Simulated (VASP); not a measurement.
Write the native input for VASP 6.6.1 that does the following.

* Task: single point
* Functional: LDA
* Potentials or basis: VASP PAW LDA potentials, release 64 (Y_sv, S)
* Cutoff: 520 eV
* k mesh: 8 × 8 × 8
* Occupations: methfessel-paxton, width 0.05 eV
* Spin: no spin polarisation
* Dipole correction: no
* Further INCAR settings: ALGO = Normal; EDIFF = 1e-06; NBANDS = 16

The structure of YS lies in POSCAR:

```
YS
1.0
    3.8318424741      0.0000000000      0.0000000000
    1.9159212371      3.3184729259      0.0000000000
    1.9159212371      1.1061576420      3.1286862788
Y S
1 1
Direct
    0.5000000000      0.5000000000      0.5000000000
    0.0000000000      0.0000000000      0.0000000000
```

The input as run:

INCAR

```
SYSTEM = YS
ALGO     = Normal         ! electronic algorithm
EDIFF    = 1E-6           ! SCF threshold, eV
ENCUT    = 520            ! plane-wave cutoff, eV
GGA      = CA             ! functional
ISIF     = 2              ! what is computed and relaxed
ISMEAR   = 1              ! smearing method
LASPH    = .True.         ! aspherical terms in the spheres
LCHARG   = .False.        ! write CHGCAR
LREAL    = .False.        ! projectors in reciprocal space
LWAVE    = .False.        ! write WAVECAR
NBANDS   = 16             ! bands
NELM     = 100            ! most SCF steps
PREC     = Accurate       ! precision mode
SIGMA    = 0.05           ! smearing width, eV
```

KPOINTS

```
k-points
0
Gamma
  8 8 8
  0 0 0
```

Potentials or basis: VASP PAW LDA potentials, release 64 (Y_sv, S).

Command:

```bash
$ cat potpaw_LDA.64/Y_sv/POTCAR potpaw_LDA.64/S/POTCAR > POTCAR
$ mpirun -np 1 vasp_std > vasp.out
```

It gave:

The pressure is 0.1 GPa. The band gap on the k mesh is zero (an odd number of electrons rules out a gap without spin polarisation).

Run time: 20 s on 1 thread of Intel Xeon 8259CL, on a shared host, peak memory 0.16 GiB.
